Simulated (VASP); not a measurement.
# Rh (Fm-3m) in VASP: a series of runs

Rh is run at these levels: PBE; tasks: electric field gradients, density of states.

Program: VASP 6.6.1. These are calculated values, not measurements. Logs are shortened: lines on timing, memory, paths and dates and some standing lists are left out, and cuts for length are marked.

## 1. The cell of the first run

Symmetry: Fm-3m, No. 225, cubic system. The conventional cell has a = 3.878 Å, b = 3.878 Å, c = 3.878 Å, α = 90.00°, β = 90.00°, γ = 90.00°. Rh (site symmetry m-3m) has 12 Rh at 2.74 Å within 3.6 Å.

## 2. Electric field gradients, PBE (volume scaled by 1.06)

Input file INCAR:

```
SYSTEM = Rh
PREC = Accurate
ENCUT = 520
EDIFF = 1E-8
ISMEAR = -1
SIGMA = 0.03
LREAL = .FALSE.
LASPH = .TRUE.
NELM = 100
ALGO = Normal
ISIF = 2
LWAVE = .FALSE.
LCHARG = .FALSE.
GGA = PE
LEFG = .TRUE.
NBANDS = 14
```

Input file KPOINTS:

```
regular mesh
0
G
  16 16 16
  0 0 0
```

Input file POSCAR:

```
Rh
1.0
    0.0000000000      1.9388447625      1.9388447625
    1.9388447625      0.0000000000      1.9388447625
    1.9388447625      1.9388447625      0.0000000000
Rh
1
Direct
    0.0000000000      0.0000000000      0.0000000000
```

Potentials or basis: VASP PAW PBE potentials, release 64 (Rh_pv).

Command:

```bash
$ cat potpaw_PBE.64/Rh_pv/POTCAR > POTCAR
$ mpirun -np 1 vasp_std > vasp.out
```

OUTCAR:

```text
SYSTEM = Rh
   PREC = Accurate
   ENCUT = 520
   EDIFF = 1E-8
   ISMEAR = -1
   LREAL = .FALSE.
   LASPH = .TRUE.
   NELM = 100
   ISIF = 2
   GGA = PE

 ion  position               nearest neighbor table
   1  0.000  0.000  0.000-

  LATTYP: Found a face centered cubic cell.
 ALAT       =     3.8776895250

  Lattice vectors:

 A1 = (   0.0000000000,   1.9388447625,   1.9388447625)
 A2 = (   1.9388447625,   0.0000000000,   1.9388447625)
 A3 = (   1.9388447625,   1.9388447625,   0.0000000000)

Analysis of symmetry for initial positions (statically):
=====================================================================
 Subroutine PRICEL returns:
 Original cell was already a primitive cell.

 Routine SETGRP: Setting up the symmetry group for a
 face centered cubic supercell.

 Subroutine GETGRP returns: Found 48 space group operations
 (whereof 48 operations were pure point group operations)
 out of a pool of 48 trial point group operations.

The static configuration has the point symmetry O_h .

Analysis of symmetry for dynamics (positions and initial velocities):
=====================================================================
 Subroutine PRICEL returns:
 Original cell was already a primitive cell.

 Routine SETGRP: Setting up the symmetry group for a
 face centered cubic supercell.

 Subroutine GETGRP returns: Found 48 space group operations
 (whereof 48 operations were pure point group operations)
 out of a pool of 48 trial point group operations.

The dynamic configuration has the point symmetry O_h .

 Subroutine INISYM returns: Found 48 space group operations
 (whereof 48 operations are pure point group operations),
 and found     1 'primitive' translations

----------------------------------------------------------------------------------------

                                     Primitive cell

  volume of cell :      14.5767

  direct lattice vectors                    reciprocal lattice vectors
     0.000000000  1.938844763  1.938844763    -0.257885525  0.257885525  0.257885525
     1.938844763  0.000000000  1.938844763     0.257885525 -0.257885525  0.257885525
     1.938844763  1.938844763  0.000000000     0.257885525  0.257885525 -0.257885525

  length of vectors
     2.741940558  2.741940558  2.741940558     0.446670832  0.446670832  0.446670832

  position of ions in fractional coordinates (direct lattice)
     0.000000000  0.000000000  0.000000000

  ion indices of the primitive-cell ions
   primitive index   ion index
                 1           1

----------------------------------------------------------------------------------------

 KPOINTS: regular mesh

Automatic generation of k-mesh.
 Grid dimensions read from file:
 generate k-points for:   16   16   16

 Generating k-lattice:

  Cartesian coordinates                     Fractional coordinates (reciprocal lattice)
    -0.016117845  0.016117845  0.016117845     0.062500000  0.000000000  0.000000000
     0.016117845 -0.016117845  0.016117845     0.000000000  0.062500000  0.000000000
     0.016117845  0.016117845 -0.016117845     0.000000000  0.000000000  0.062500000

  Length of vectors
     0.027916927  0.027916927  0.027916927

  Shift w.r.t. Gamma in fractional coordinates (k-lattice)
     0.000000000  0.000000000  0.000000000

 Subroutine IBZKPT returns following result:
 ===========================================

 Found    145 irreducible k-points:

 Following reciprocal coordinates:
            Coordinates               Weight
  0.000000  0.000000  0.000000      1.000000
  0.062500  0.000000  0.000000      8.000000
  0.125000  0.000000  0.000000      8.000000
  0.187500  0.000000  0.000000      8.000000
  0.250000  0.000000  0.000000      8.000000
  0.312500  0.000000  0.000000      8.000000
[... 16 lines left out ...]
 -0.125000  0.062500  0.000000     24.000000
 -0.062500  0.062500  0.000000     12.000000
 [... further k-points ...]
   k-points           NKPTS =    145   k-points in BZ     NKDIM =    145   number of bands    NBANDS=     14
   number of dos      NEDOS =    301   number of ions     NIONS =      1
   total plane-waves  NPLWV =   8000
   dimension x,y,z NGX =    20 NGY =   20 NGZ =   20
   dimension x,y,z NGXF=    40 NGYF=   40 NGZF=   40
   ions per type =               1
   NGX,Y,Z   is equivalent  to a cutoff of  12.13, 12.13, 12.13 a.u.
   NGXF,Y,Z  is equivalent  to a cutoff of  24.25, 24.25, 24.25 a.u.
 SYSTEM =  Rh
   PREC   = accura    normal or accurate (medium, high low for compatibility)
   ISTART =      0    job   : 0-new  1-cont  2-samecut
   ICHARG =      2    charge: 1-file 2-atom 10-const
   ISPIN  =      1    spin polarized calculation?
   LNONCOLLINEAR =      F non collinear calculations
   LSORBIT =      F    spin-orbit coupling
   LASPH  =      T    aspherical Exc in radial PAW
   ENCUT  =  520.0 eV  38.22 Ry    6.18 a.u.   5.10  5.10  5.10*2*pi/ulx,y,z
   NELM   =    100;   NELMIN=  2; NELMDL= -5     # of ELM steps
   EDIFF  = 0.1E-07   stopping-criterion for ELM
   LREAL  =      F    real-space projection
   EDIFFG = 0.1E-06   stopping-criterion for IOM
   NSW    =      0    number of steps for IOM
   IBRION =     -1    ionic relax: 0-MD 1-quasi-New 2-CG
   NFREE  =      0    steps in history (QN), initial steepest desc. (CG)
   ISIF   =      2    stress and relaxation
   ISYM   =      2    0-nonsym 1-usesym 2-fastsym
   POTIM  = 0.5000    time-step for ionic-motion
   TEBEG  =    0.0;   TEEND  =   0.0 temperature during run
   PSTRESS=    0.0 pullay stress
   NELECT =      15.0000    total number of electrons
   NUPDOWN=      -1.0000    fix difference up-down
   EMIN   =  10.00;   EMAX   =-10.00  energy-range for DOS
   EFERMI =   0.00;   METHOD = LEGACY
   ISMEAR =    -1;   SIGMA  =   0.03  broadening in eV -4-tet -1-fermi 0-gaus
   EFERMI_NEDOS =   21; number of points for ismear=-14 and -15
   IALGO  =     38    algorithm
   IMIX   =      4    mixing-type and parameters
     AMIX     =   0.40;   BMIX     =  1.00
     AMIX_MAG =   1.60;   BMIX_MAG =  1.00
  volume/ion in A,a.u.               =      14.58        98.37
  Fermi-wavevector in a.u.,A,eV,Ry     =   1.652795  3.123329 37.167442  2.731730
  Thomas-Fermi vector in A             =   2.741343
   LORBIT       =      0    0 simple, 1 ext, 2 COOP (PROOUT), +10 PAW based schemes
   GGA     = PE    functional components
   LHFCALC =     F    Hartree Fock is set to
   AEXX    =    0.0000 exact exchange contribution
   IVDW    =     0    specifies the selected vdW correction
   LEPSILON=     F    determine dielectric tensor
   LRPA    =     F    only Hartree local field effects (RPA)
 non-spin polarized calculation
  energy-cutoff  :      520.00
  volume of cell :       14.58
 maximum number of plane-waves:       401
   NGX = 11   NGY = 11   NGZ = 11

 number of electron      14.9999992 magnetization

 Free energy of the ion-electron system (eV)
  ---------------------------------------------------
  ext. energy  EPLUGINS =         0.00000000
  ---------------------------------------------------
  free energy    TOTEN  =        -7.24561721 eV

  energy without entropy =       -7.24064334  energy(sigma->0) =       -7.24313028

 E-fermi :  10.8464     XC(G=0): -13.6570

 val. band max:       10.8410717524   @ k =   0.4375   0.1250   0.0625
 cond. band min:      10.8486597578   @ k =  -0.3750   0.2500   0.0000
 fundamental gap:      0.0075880054
 Fermi energy:        10.8463766246

 k-point     1 :       0.0000    0.0000    0.0000
  band No.  band energies     occupation
      1     -35.4153      2.00000
      2     -35.4153      2.00000
      3     -35.4153      2.00000
      4       3.3293      2.00000
      5       8.0528      2.00000
      6       8.0528      2.00000
      7       8.0528      2.00000
      8       9.9535      2.00000
      9       9.9535      2.00000
     10      26.8815      0.00000
     11      31.5684      0.00000
     12      32.0140      0.00000
     13      32.0141      0.00000
     14      32.0141      0.00000

 k-point     2 :       0.0625    0.0000    0.0000
  band No.  band energies     occupation
      1     -35.4387      2.00000
      2     -35.4185      2.00000
      3     -35.4185      2.00000
      4       3.4782      2.00000
      5       7.9901      2.00000
      6       8.1092      2.00000
      7       8.1092      2.00000
      8       9.9232      2.00000
      9       9.9232      2.00000
     10      27.0832      0.00000
     11      31.1564      0.00000
     12      31.5704      0.00000
     13      32.2205      0.00000
     14      32.2205      0.00000

 k-point     3 :       0.1250    0.0000    0.0000
  band No.  band energies     occupation
      1     -35.5050      2.00000
      2     -35.4276      2.00000
      3     -35.4276      2.00000
      4       3.9014      2.00000
      5       7.8414      2.00000
      6       8.2501      2.00000
      7       8.2501      2.00000
      8       9.8666      2.00000
      9       9.8666      2.00000
     10      27.5830      0.00000
     11      29.4769      0.00000
     12      31.5697      0.00000
     13      32.8107      0.00000
     14      32.8107      0.00000

 k-point     4 :       0.1875    0.0000    0.0000
  band No.  band energies     occupation
      1     -35.6033      2.00000
      2     -35.4412      2.00000
      3     -35.4412      2.00000
      4       4.5075      2.00000
      5       7.7339      2.00000
      6       8.3810      2.00000
      7       8.3810      2.00000
      8       9.8889      2.00000
      9       9.8889      2.00000
     10      27.4126      0.00000
     11      28.2900      0.00000
     12      31.5692      0.00000
     13      33.6864      0.00000
     14      33.6864      0.00000

 k-point     5 :       0.2500    0.0000    0.0000
  band No.  band energies     occupation
      1     -35.7180      2.00000
      2     -35.4573      2.00000
      3     -35.4573      2.00000
      4       5.0717      2.00000
      5       7.9230      2.00000
      6       8.3859      2.00000
      7       8.3859      2.00000
      8      10.1094      2.00000
      9      10.1094      2.00000
     10      25.5184      0.00000
     11      28.2400      0.00000
[... 276 lines left out ...]
 k-point    22 :      -0.1875    0.0625    0.0000
  band No.  band energies     occupation
      1     -35.6454      2.00000
      2     -35.4687      2.00000
      3     -35.4403      2.00000
      4       4.8387      2.00000
      5       7.6181      2.00000
      6       8.4379      2.00000
      7       8.4816      2.00000
      8       9.6434      2.00000
      9      10.2657      2.00000
     10      26.8972      0.00000
     11      28.3967      0.00000
     12      31.5689      0.00000
     13      32.7056      0.00000
     14      34.9386      0.00000

 k-point    23 :      -0.1250    0.0625    0.0000
  band No.  band energies     occupation
      1     -35.5443      2.00000
      2     -35.4500      2.00000
      3     -35.4275      2.00000
      4       4.2138      2.00000
      5       7.6979      2.00000
      6       8.3523      2.00000
      7       8.3787      2.00000
      8       9.6461      2.00000
      9      10.0518      2.00000
     10      27.8864      0.00000
     11      28.8548      0.00000
     12      31.5695      0.00000
     13      32.1886      0.00000
     14      33.7515      0.00000

 k-point    24 :      -0.0625    0.0625    0.0000
  band No.  band energies     occupation
      1     -35.4715      2.00000
      2     -35.4324      2.00000
      3     -35.4198      2.00000
      4       3.7197      2.00000
      5       7.8725      2.00000
      6       8.1871      2.00000
      7       8.2299      2.00000
      8       9.7868      2.00000
      9       9.9780      2.00000
     10      27.3930      0.00000
     11      30.3348      0.00000
     12      31.5700      0.00000
     13      31.9922      0.00000
     14      32.8147      0.00000

 [... further k-points ...]
[... 5 lines left out ...]
  --------------------------------------------------------------------------------------
  -------------------------------------------------------------------------------------
  Total       -0.7816968     -0.7816968     -0.7816968      0.0000000     -0.0000000      0.0000000
  in kB      -85.9191228    -85.9191228    -85.9191228      0.0000000     -0.0000000      0.0000000
  external PRESSURE =     -85.9191228 kB  Pullay stress =       0.0000000 kB

 VOLUME and BASIS-vectors are now :
 -----------------------------------------------------------------------------
  energy-cutoff  :      520.00
  volume of cell :       14.58
      direct lattice vectors                 reciprocal lattice vectors
     0.000000000  1.938844763  1.938844763    -0.257885525  0.257885525  0.257885525
     1.938844763  0.000000000  1.938844763     0.257885525 -0.257885525  0.257885525
     1.938844763  1.938844763  0.000000000     0.257885525  0.257885525 -0.257885525

 POSITION                                       TOTAL-FORCE (eV/Angst)
 -----------------------------------------------------------------------------------
      0.00000      0.00000      0.00000         0.000000      0.000000      0.000000
 -----------------------------------------------------------------------------------
    total drift:                                0.000000      0.000000      0.000000

  FREE ENERGIE OF THE ION-ELECTRON SYSTEM (eV)
  ---------------------------------------------------
  free  energy   TOTEN  =        -7.2456172149 eV

  energy  without entropy=       -7.2406433434  energy(sigma->0) =       -7.24313028

 Electric field gradients (V/A^2)
---------------------------------------------------------------------
 ion       V_xx      V_yy      V_zz      V_xy      V_xz      V_yz
---------------------------------------------------------------------
   1      -0.000    -0.000    -0.000    -0.001    -0.001    -0.001
---------------------------------------------------------------------

 Electric field gradients after diagonalization (V/A^2)
 (convention: |V_zz| > |V_xx| > |V_yy|)
----------------------------------------------------------------------
 ion       V_xx      V_yy      V_zz     asymmetry (V_yy - V_xx)/ V_zz
----------------------------------------------------------------------
   1       0.001     0.001    -0.001       0.000
----------------------------------------------------------------------

           NMR quadrupolar parameters

 Cq : quadrupolar parameter    Cq=e*Q*V_zz/h
 eta: asymmetry parameters     (V_yy - V_xx)/ V_zz
 Q  : nuclear electric quadrupole moment in mb (millibarn)
----------------------------------------------------------------------
 ion       Cq(MHz)       eta       Q (mb)
----------------------------------------------------------------------
   1      -0.000       0.000       1.000
----------------------------------------------------------------------
```

It took 19 s on 1 thread of Intel Xeon Platinum 8259CL at 2.50GHz (Skylake/Cascade Lake), shared host; peak memory 0.14 GiB.

What came out:

```
Free energy : -7.2456 eV
Pressure    : -8.6 GPa
```

Levels at points of the mesh, in eV from the Fermi level:
```tsv
k point	band 4	band 5	band 6	band 7	band 8	band 9	band 10	band 11
(0.00, 0.00, 0.00)	-7.52	-2.79	-2.79	-2.79	-0.89	-0.89	16.04	20.72
(0.50, 0.00, 0.00)	-5.63	-2.86	-2.86	0.53	0.53	0.82	8.08	15.52
(0.50, 0.50, 0.00)	-5.77	-5.42	0.50	0.90	0.90	3.21	11.57	13.00
```

Caveat: without QUAD_EFG the Cq values of the log hold for a quadrupole moment of 1 mb, not for the nuclei.

(Continued in part 2 of 2.)
